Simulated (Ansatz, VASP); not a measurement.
## AlGa3N4 in VASP and in Ansatz

```
Al Ga N
1.0
     5.21949    0.00000    0.00012
     0.00000    3.21246    0.00000
    -0.00364    0.00000    5.31414
Al Ga N
1 3 4
Direct
  0.00060 0.50000 0.66736
  0.49912 0.50000 0.33492
  0.49903 0.00000 0.83156
  0.99986 0.00000 0.16618
  0.11967 0.50000 0.34010
  0.11765 0.00000 0.82638
  0.62044 0.00000 0.16622
  0.63123 0.50000 0.66730
```

Change from the starting cell: strain +0.015 along x and y, -0.030 along z, atoms carried along.

Alike in both runs: task single point; functional PBEsol; k mesh 6 × 8 × 6; occupations gaussian, width 0.05 eV; no spin polarisation.

|  | VASP | Ansatz |
| --- | --- | --- |
| version | VASP 6.6.1 | Ansatz 0.2.0 |
| potentials or method | VASP PAW PBE potentials, release 64 (Al, Ga_d, N), cutoff 520 eV | scalar-relativistic, plane waves, PAW |
| valence electrons in the cell | 62 | 62 |

Ansatz gave:

- gap on the k mesh at the Fermi level (eV): 2.21
- least direct gap on the mesh (eV): 2.21
- pressure (GPa): 0.5
- traceless stress, the component that is largest in VASP (GPa): 10.34
- rms of the force components (eV/Å): 0.305

Question: Estimate VASP's values.

Answer: gap on the k mesh at the Fermi level (eV): 2.23; least direct gap on the mesh (eV): 2.23; pressure (GPa): 0.4; traceless stress, the component that is largest in VASP (GPa): 10.35; rms of the force components (eV/Å): 0.302.

VASP's potentials were made for PBE, not for PBEsol. Atom by atom the forces differ by 0.007 eV/Å (rms over components).
